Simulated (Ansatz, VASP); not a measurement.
# Hf: VASP beside Ansatz

File INCAR:

```
SYSTEM = Hf
PREC = Accurate ; ENCUT = 520
EDIFF = 1E-6 ; ISMEAR = 0
SIGMA = 0.15 ; LREAL = .False.
LASPH = .True. ; NELM = 60
ALGO = Fast ; ISIF = 2
LWAVE = .False. ; LCHARG = .False.
GGA = PS ; NBANDS = 11
```

KPOINTS

```
Automatic mesh
0
Gamma
  18 18 18
  0 0 0
```

Contents of POSCAR:

```
Hf
1.0
   -1.8320750000      1.8320750000      1.7508500000
    1.8320750000     -1.8320750000      1.7508500000
    1.8320750000      1.8320750000     -1.7508500000
Hf
1
Direct
    0.0000000000      0.0000000000      0.0000000000
```

Input for Ansatz:

```yaml
crystal:
  lattice:
    - [-1.832075, 1.832075, 1.75085]
    - [1.832075, -1.832075, 1.75085]
    - [1.832075, 1.832075, -1.75085]
  atoms:
    - { symbol: Hf, position: [0.0, 0.0, 0.0] }
basis:
  ecutwfc: 420
kpoints:
  mp_grid: { grid: [18, 18, 18] }
hamiltonian:
  xc: pbesol
scf:
  occupations: { method: gaussian, width: 0.15 }
output:
  forces: true
  stress: true
  eigenvalues: true
```

Change from the starting cell: strain +0.015 along x and y, -0.030 along z, atoms carried along.

Alike in both runs: task single point; functional PBEsol; k mesh 18 × 18 × 18; occupations gaussian, width 0.15 eV; no spin polarisation.

```csv
,VASP,Ansatz
version,VASP 6.6.1,Ansatz 0.2.0
potentials or method,"VASP PAW PBE potentials, release 64 (Hf_pv), cutoff 520 eV","scalar-relativistic, plane waves, PAW"
valence electrons in the cell,10,26
```

Ansatz gave:

* gap on the k mesh at the Fermi level (eV): none
* pressure (GPa): -8.9
* traceless stress, the component that is largest in VASP (GPa): -1.65

Which values does VASP return?

gap on the k mesh at the Fermi level (eV): none; pressure (GPa): -9.2; traceless stress, the component that is largest in VASP (GPa): -1.69.

VASP's potentials were made for PBE, not for PBEsol. A gap of «none» marks a metal or a gap that the smearing closes. VASP's potentials hold 10 valence electrons a cell and Ansatz's 26, so a difference there can come from the potentials and not from the codes.

Spin-orbit coupling is off throughout.
